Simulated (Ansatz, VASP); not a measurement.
Two plane-wave programs on Sn

File INCAR:

```
AGGAC    = 1.0          
AGGAX    = 1.0          
ALDAC    = 0.0          
ALDAX    = 1.0          
ALGO     = Normal         # electronic algorithm
EDIFF    = 1E-6           # SCF threshold, eV
ENCUT    = 500            # plane-wave cutoff, eV
GGA      = B5             # functional
GGA_COMPAT= F            
ISIF     = 2              # what is computed and relaxed
ISMEAR   = 0              # smearing method
LASPH    = T              # aspherical terms in the spheres
LCHARG   = F              # write CHGCAR
LREAL    = F              # projectors in reciprocal space
LWAVE    = F              # write WAVECAR
NBANDS   = 13             # bands
NELM     = 120            # most SCF steps
PREC     = Accurate       # precision mode
SIGMA    = 0.1            # smearing width, eV
```

Contents of KPOINTS:

```
k-points
0
Gamma
  6 6 6
```

The input POSCAR:

```
Sn
1.0
   -1.8946518192      1.8946518192      1.8946518192
    1.8946518192     -1.8946518192      1.8946518192
    1.8946518192      1.8946518192     -1.8946518192
Sn
1
Direct
    0.0000000000      0.0000000000      0.0000000000
```

Input for Ansatz:

```yaml
crystal:
  lattice:
    - [-1.8946518192, 1.8946518192, 1.8946518192]
    - [1.8946518192, -1.8946518192, 1.8946518192]
    - [1.8946518192, 1.8946518192, -1.8946518192]
  atoms:
    - { symbol: Sn, position: [0.0, 0.0, 0.0] }
basis:
  ecutwfc: 420
kpoints:
  mp_grid: { grid: [6, 6, 6] }
hamiltonian:
  xc: blyp
scf:
  occupations: { method: gaussian, width: 0.1 }
  eigensolver: { real_solve: false }
  max_iter: 69
output:
  forces: true
  stress: true
  eigenvalues: true
```

Alike in both runs: task single point; functional BLYP; k mesh 6 × 6 × 6; occupations gaussian, width 0.1 eV; no spin polarisation.

|  | VASP | Ansatz |
| --- | --- | --- |
| version | VASP 6.6.1 | Ansatz 0.2.0 |
| potentials or method | VASP PAW PBE potentials, release 64 (Sn_d), cutoff 500 eV | scalar-relativistic, plane waves, PAW |
| valence electrons in the cell | 14 | 14 |

|  | VASP | Ansatz | Ansatz less VASP |
| --- | --- | --- | --- |
| gap on the k mesh at the Fermi level (eV) | none | none | - |
| pressure (GPa) | 5.2 | 5.2 | -0.01 |

VASP's potentials were made for PBE, not for BLYP. A gap of «none» marks a metal or a gap that the smearing closes.

The k mesh is coarse, so the values compare programs but aren't converged.
